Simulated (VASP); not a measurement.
# Al (Fm-3m) in VASP: a series of runs

Al is run at these levels: PBEsol; tasks: relaxation of cell and atoms.

Program: VASP 6.6.1. These are calculated values, not measurements. Logs are shortened: lines on timing, memory, paths and dates and some standing lists are left out, and cuts for length are marked.

## Step 1: The cell of the first run

It takes space group Fm-3m (No. 225, cubic). The conventional cell has a = 3.629 Å, b = 3.629 Å, c = 3.629 Å, α = 90.00°, β = 90.00°, γ = 90.00°. Within 3.4 Å of Al (site symmetry m-3m) lie 12 Al at 2.57 Å.

## Step 2: Relaxation of cell and atoms, PBEsol, target pressure 60 GPa, at which the enthalpy is minimised

Input file INCAR:

```
PREC = Accurate ; ENCUT = 600
EDIFF = 1E-7 ; ISMEAR = 0
SIGMA = 0.1 ; LREAL = False
LASPH = True ; NELM = 60
ALGO = Fast ; ISIF = 3
LWAVE = False ; LCHARG = False
GGA = PS ; IBRION = 2
NSW = 70 ; EDIFFG = -0.008
PSTRESS = 600.0
```

Input file KPOINTS:

```
Automatic mesh
0
Gamma
  20 20 20
```

Input file POSCAR:

```
Al
1.0
    0.0000000000      1.8143652480      1.8143652480
    1.8143652480      0.0000000000      1.8143652480
    1.8143652480      1.8143652480      0.0000000000
Al
1
Direct
    0.0000000000      0.0000000000      0.0000000000
```

Potentials or basis: VASP PAW PBE potentials, release 64 (Al).

On the command line:

```console
> cat potpaw_PBE.64/Al/POTCAR > POTCAR
> mpirun -np 1 vasp_std > vasp.out
```

OUTCAR:

```text
PREC = Accurate
   ENCUT = 600
   EDIFF = 1E-7
   ISMEAR = 0
   LREAL = False
   LASPH = True
   NELM = 60
   ISIF = 3
   GGA = PS
   IBRION = 2
   NSW = 70
   EDIFFG = -0.008
   PSTRESS = 600.0

 ion  position               nearest neighbor table
   1  0.000  0.000  0.000-

  LATTYP: Found a face centered cubic cell.
 ALAT       =     3.6287304960

  Lattice vectors:

 A1 = (   0.0000000000,   1.8143652480,   1.8143652480)
 A2 = (   1.8143652480,   0.0000000000,   1.8143652480)
 A3 = (   1.8143652480,   1.8143652480,   0.0000000000)

Analysis of symmetry for initial positions (statically):
=====================================================================
 Subroutine PRICEL returns:
 Original cell was already a primitive cell.

 Routine SETGRP: Setting up the symmetry group for a
 face centered cubic supercell.

 Subroutine GETGRP returns: Found 48 space group operations
[... 9 lines left out ...]

 Routine SETGRP: Setting up the symmetry group for a
 face centered cubic supercell.

 Subroutine GETGRP returns: Found 48 space group operations
[... 11 lines left out ...]
                                     Primitive cell

  volume of cell :      11.9455

  direct lattice vectors                    reciprocal lattice vectors
     0.000000000  1.814365248  1.814365248    -0.275578471  0.275578471  0.275578471
     1.814365248  0.000000000  1.814365248     0.275578471 -0.275578471  0.275578471
     1.814365248  1.814365248  0.000000000     0.275578471  0.275578471 -0.275578471

  length of vectors
     2.565899941  2.565899941  2.565899941     0.477315912  0.477315912  0.477315912

  position of ions in fractional coordinates (direct lattice)
     0.000000000  0.000000000  0.000000000

  ion indices of the primitive-cell ions
   primitive index   ion index
                 1           1

----------------------------------------------------------------------------------------

 KPOINTS: Automatic mesh

Automatic generation of k-mesh.
 Grid dimensions read from file:
 generate k-points for:   20   20   20

 Generating k-lattice:

  Cartesian coordinates                     Fractional coordinates (reciprocal lattice)
    -0.013778924  0.013778924  0.013778924     0.050000000  0.000000000  0.000000000
     0.013778924 -0.013778924  0.013778924     0.000000000  0.050000000  0.000000000
     0.013778924  0.013778924 -0.013778924     0.000000000  0.000000000  0.050000000

[... 56 lines left out ...]
   EDIFF  = 0.1E-06   stopping-criterion for ELM
   LREAL  =      F    real-space projection
   EDIFFG = -.8E-02   stopping-criterion for IOM
   NSW    =     70    number of steps for IOM
   IBRION =      2    ionic relax: 0-MD 1-quasi-New 2-CG
   NFREE  =      1    steps in history (QN), initial steepest desc. (CG)
   ISIF   =      3    stress and relaxation
   ISYM   =      2    0-nonsym 1-usesym 2-fastsym
   POTIM  = 0.5000    time-step for ionic-motion
   TEBEG  =    0.0;   TEEND  =   0.0 temperature during run
   PSTRESS=  600.0 pullay stress
   NELECT =       3.0000    total number of electrons
   NUPDOWN=      -1.0000    fix difference up-down
   EMIN   =  10.00;   EMAX   =-10.00  energy-range for DOS
   EFERMI =   0.00;   METHOD = LEGACY
   ISMEAR =     0;   SIGMA  =   0.10  broadening in eV -4-tet -1-fermi 0-gaus
   EFERMI_NEDOS =   21; number of points for ismear=-14 and -15
   IALGO  =     68    algorithm
   IMIX   =      4    mixing-type and parameters
     AMIX     =   0.40;   BMIX     =  1.00
     AMIX_MAG =   1.60;   BMIX_MAG =  1.00
  volume/ion in A,a.u.               =      11.95        80.61
  Fermi-wavevector in a.u.,A,eV,Ry     =   1.032874  1.951848 14.515076  1.066828
  Thomas-Fermi vector in A             =   2.167093
   LORBIT       =      0    0 simple, 1 ext, 2 COOP (PROOUT), +10 PAW based schemes
   GGA     = PS    functional components
   LHFCALC =     F    Hartree Fock is set to
   AEXX    =    0.0000 exact exchange contribution
   IVDW    =     0    specifies the selected vdW correction
   LEPSILON=     F    determine dielectric tensor
   LRPA    =     F    only Hartree local field effects (RPA)
 conjugate gradient relaxation of ions
 non-spin polarized calculation
 RMM-DIIS sequential band-by-band and
 Gauss-broadening in eV      SIGMA  =   0.10
  energy-cutoff  :      600.00
  volume of cell :       11.95
 maximum number of plane-waves:       415
   NGX = 11   NGY = 11   NGZ = 11

--------------------------------------- Ionic step        1  -------------------------------------------

 number of electron       3.0000000 magnetization

 Free energy of the ion-electron system (eV)
  ---------------------------------------------------
  ext. energy  EPLUGINS =         0.00000000
  ---------------------------------------------------
  free energy    TOTEN  =        -3.60085689 eV

  energy without entropy =       -3.59965384  energy(sigma->0) =       -3.60025536

------------------------ aborting loop because EDIFF is reached ----------------------------------------

  FORCE on cell =-STRESS in cart. coord.  units (eV):
  Direction    XX          YY          ZZ          XY          YZ          ZX
  --------------------------------------------------------------------------------------
  -------------------------------------------------------------------------------------
  Total        3.6309308      3.6309308      3.6309308      0.0000000      0.0000000      0.0000000
  in kB      486.9948907    486.9948907    486.9948907      0.0000000      0.0000000      0.0000000
  external PRESSURE =    -113.0051093 kB  Pullay stress =     600.0000000 kB
[... 98 lines left out ...]
--------------------------------------- Ionic step        4  -------------------------------------------

 number of electron       3.0000000 magnetization

 Free energy of the ion-electron system (eV)
  ---------------------------------------------------
  ext. energy  EPLUGINS =         0.00000000
  ---------------------------------------------------
  free energy    TOTEN  =        -3.44166927 eV

  energy without entropy =       -3.44050237  energy(sigma->0) =       -3.44108582

 E-fermi :  12.2205     XC(G=0): -11.6635

 val. band max:       12.2046832006   @ k =  -0.3500   0.4500   0.2000
 cond. band min:      12.2306464421   @ k =  -0.4500   0.3500   0.0500
 fundamental gap:      0.0259632414
 Fermi energy:        12.2204738855

 k-point     1 :       0.0000    0.0000    0.0000
  band No.  band energies     occupation
      1      -1.5717      2.00000
      2      27.0905      0.00000
      3      27.0905      0.00000
      4      27.0905      0.00000
      5      31.7053      0.00000
[... 177 lines left out ...]
 k-point    24 :      -0.3500    0.0500    0.0000
  band No.  band energies     occupation
      1       3.0292      2.00000
      2      11.6499      2.00000
      3      23.9000      0.00000
      4      26.2043      0.00000
      5      28.5562      0.00000

 [... further k-points ...]
[... 5 lines left out ...]
  --------------------------------------------------------------------------------------
  -------------------------------------------------------------------------------------
  Total        4.2954996      4.2954996      4.2954996      0.0000000      0.0000000      0.0000000
  in kB      599.7671678    599.7671678    599.7671678      0.0000000      0.0000000      0.0000000
  external PRESSURE =      -0.2328322 kB  Pullay stress =     600.0000000 kB
[... 20 lines left out ...]
  energy  without entropy=       -3.4405023717  energy(sigma->0) =       -3.44108582

  enthalpy is  TOTEN    =         0.8554978976 eV   P V=        4.2971671709

 reached required accuracy - stopping structural energy minimisation
```

Run time: 51 s. Hardware: 1 thread of Intel Xeon 8259CL, shared host; peak memory 0.14 GiB.

What came out:

| Quantity | Value |
| --- | --- |
| Free energy | -3.4417 eV |
| Relaxed volume | 11.47 Å³/atom |
| Relaxed cell | a = 2.532 Å, b = 2.532 Å, c = 2.532 Å, α = 60.00°, β = 60.00°, γ = 60.00° |
| Space group after relaxing (to 0.05 Å) | Fm-3m (No. 225) |
| Energy change on relaxing (the enthalpy is what falls) | +159.2 meV/atom |
| Ionic steps | 4 |
| Pressure after relaxing | 60.0 GPa |

The path:
| step | energy change (eV) | largest force (eV/Å) | pressure (GPa) | volume (Å³) |
| --- | --- | --- | --- | --- |
| 1 | 0.0000 | 0.0000 | 48.70 | 11.95 |
| 2 | 0.5849 | 0.0000 | 88.76 | 10.55 |
| 3 | 0.1546 | 0.0000 | 59.66 | 11.49 |
| 4 | 0.1592 | 0.0000 | 59.98 | 11.47 |

Final structure:
```cif
data_structure
_symmetry_space_group_name_H-M 'P 1'
_symmetry_Int_Tables_number 1
_cell_length_a 2.5317
_cell_length_b 2.5317
_cell_length_c 2.5317
_cell_angle_alpha 60.000
_cell_angle_beta 60.000
_cell_angle_gamma 60.000
_cell_volume 11.47
loop_
_atom_site_label
_atom_site_type_symbol
_atom_site_fract_x
_atom_site_fract_y
_atom_site_fract_z
_atom_site_occupancy
Al1 Al 0.00000 0.00000 0.00000 1
```

Levels at points of the mesh, in eV from the Fermi level:
| k point | band 1 | band 2 | band 3 | band 4 |
| --- | --- | --- | --- | --- |
| (0.00, 0.00, 0.00) | -13.79 | 14.87 | 14.87 | 14.87 |
| (0.50, 0.00, 0.00) | -6.04 | -4.86 | 13.33 | 13.33 |
| (0.50, 0.50, 0.00) | -3.69 | -1.86 | 5.35 | 7.70 |

Caveat: the cell is relaxed towards a set pressure, so the enthalpy falls and the energy may rise; the PAW data sets were made with another functional, which shifts forces and pressure a little.

## Step 3: Relaxation of cell and atoms, PBEsol, target pressure 3 GPa, at which the enthalpy is minimised

This run uses another cell than the first one, of 15.73 Å³/atom, 1.317 times its volume.

Input file INCAR:

```
SYSTEM = Al
PREC = Accurate
ENCUT = 600
EDIFF = 1E-6
ISMEAR = 0
SIGMA = 0.1
LREAL = .False.
LASPH = .True.
NELM = 60
ALGO = Fast
ISIF = 3
LWAVE = .False.
LCHARG = .False.
GGA = PS
IBRION = 2
NSW = 70
EDIFFG = -0.008
PSTRESS = 30.0
```

Input file KPOINTS:

```
Automatic mesh
0
Gamma
  18 18 18
  0 0 0
```

Input file POSCAR:

```
Al
1.0
    0.0000000000      1.9887455735      1.9887455735
    1.9887455735      0.0000000000      1.9887455735
    1.9887455735      1.9887455735      0.0000000000
Al
1
Direct
    0.0000000000      0.0000000000      0.0000000000
```

Potentials or basis: VASP PAW PBE potentials, release 64 (Al).

On the command line:

```console
> cat potpaw_PBE.64/Al/POTCAR > POTCAR
> mpirun -np 1 vasp_std > vasp.out
```

Run time: 25 s. Hardware: 1 thread of Intel Xeon 8259CL, shared host; peak memory 0.15 GiB.

It converged, with:

```yaml
Free_energy: -4.0858 eV
Relaxed_volume: 15.65 Å³/atom
Relaxed_cell: a = 2.807 Å, b = 2.807 Å, c = 2.807 Å, α = 60.00°, β = 60.00°, γ = 60.00°
Space_group_after_relaxing_to_0.05_Å: Fm-3m (No. 225)
Energy_change_on_relaxing_the_enthalpy_is_what_falls: +1.4 meV/atom
Ionic_steps: 3
Pressure_after_relaxing: 3.0 GPa
```

Step by step:
| step | energy change (eV) | largest force (eV/Å) | pressure (GPa) | volume (Å³) |
| --- | --- | --- | --- | --- |
| 1 | 0.0000 | 0.0000 | 2.50 | 15.73 |
| 2 | 0.0020 | 0.0000 | 3.16 | 15.62 |
| 3 | 0.0014 | 0.0000 | 3.01 | 15.65 |

Final structure:
```
Al
1.0
     0.00000    1.98520    1.98520
     1.98520    0.00000    1.98520
     1.98520    1.98520    0.00000
Al
1
Cartesian
  0.0000 0.0000 0.0000
```

Levels at points of the mesh, in eV from the Fermi level:
| k point | band 1 | band 2 | band 3 | band 4 | band 5 |
| --- | --- | --- | --- | --- | --- |
| (0.00, 0.00, 0.00) | -11.49 | 12.90 | 12.90 | 12.90 | 14.80 |
| (0.50, 0.00, 0.00) | -4.80 | -4.44 | 11.69 | 11.69 | 11.98 |
| (0.50, 0.50, 0.00) | -3.04 | -1.62 | 5.27 | 5.85 | 5.85 |

Caveat: the cell is relaxed towards a set pressure, so the enthalpy falls and the energy may rise; the PAW data sets were made with another functional, which shifts forces and pressure a little.
